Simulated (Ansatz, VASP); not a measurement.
**One calculation of InP3, two programs**

```xyz
8
Lattice="3.4422 1.9873 3.6388 -3.4422 1.9873 3.6388 0.0000 -3.9747 3.6388" Properties=species:S:1:pos:R:3 pbc="T T T"
In    0.0000    0.0000    2.9502
In    0.0000    0.0000    7.9662
P     1.9056   -1.1002    6.7000
P     0.0000    2.2004    6.7000
P    -1.9056   -1.1002    6.7000
P    -1.9056    1.1002    4.2164
P     1.9056    1.1002    4.2164
P     0.0000   -2.2004    4.2164
```

Change from the starting cell: strain -0.080 along x and y, +0.080 along z, atoms carried along.

Alike in both runs: task single point; functional r2SCAN; k mesh 6 × 6 × 6; occupations gaussian, width 0.15 eV; no spin polarisation.

```csv
,VASP,Ansatz
version,VASP 6.6.1,Ansatz 0.2.0
potentials or method,"VASP PAW PBE potentials, release 64 (In_d, P), cutoff 550 eV","scalar-relativistic, plane waves, PAW"
valence electrons in the cell,56,56
```

```csv
,VASP,Ansatz,Ansatz less VASP
gap on the k mesh at the Fermi level (eV),none,none,-
pressure (GPa),12.8,13.4,+0.52
"traceless stress, the component that is largest in VASP (GPa)",-13.35,-13.30,+0.050
rms of the force components (eV/Å),0.490,0.546,+0.0563
```

VASP's potentials were made for PBE, not for r2SCAN. Atom by atom the forces differ by 0.080 eV/Å (rms over components). A gap of «none» marks a metal or a gap that the smearing closes.
